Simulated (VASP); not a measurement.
Runs of VASP 6.6.1 on Ca. The structure is that of space group P6_3/mmc (No. 194), or close to it. The cells are those of the table. 

| cell | gap on the mesh (eV) | pressure (GPa) |
| --- | --- | --- |
| a = 3.916, b = 3.916, c = 6.736 Å, angles 90.0, 90.0, 120.0°, 2 atoms | none | -1.4 |
| a = 3.856, b = 3.856, c = 6.948 Å, angles 90.0, 90.0, 120.0°, 2 atoms | none | -1.4 |
| a = 4.092, b = 4.092, c = 6.167 Å, angles 90.0, 90.0, 120.0°, 2 atoms | none | (a) |
| a = 4.202, b = 4.202, c = 5.851 Å, angles 90.0, 90.0, 120.0°, 2 atoms | none | -1.1 |
| a = 3.745, b = 3.745, c = 7.363 Å, angles 90.0, 90.0, 120.0°, 2 atoms | none | -0.9 |
| a = 4.035, b = 4.035, c = 6.345 Å, angles 90.0, 90.0, 120.0°, 2 atoms | none | -1.4 |

Alike in all rows: task single point; level PBEsol; potentials or basis VASP PAW PBE potentials, release 64 (Ca_sv); no spin polarisation; k mesh 18 × 18 × 8; cutoff (eV) 520; smearing gaussian 0.15 eV.

Task: Fill in the values left out.

Result: (a) -1.3.

Caveats: the PAW data sets were made with another functional, which shifts forces and pressure a little.

A gap of «none» marks levels without a gap at the run's occupations.
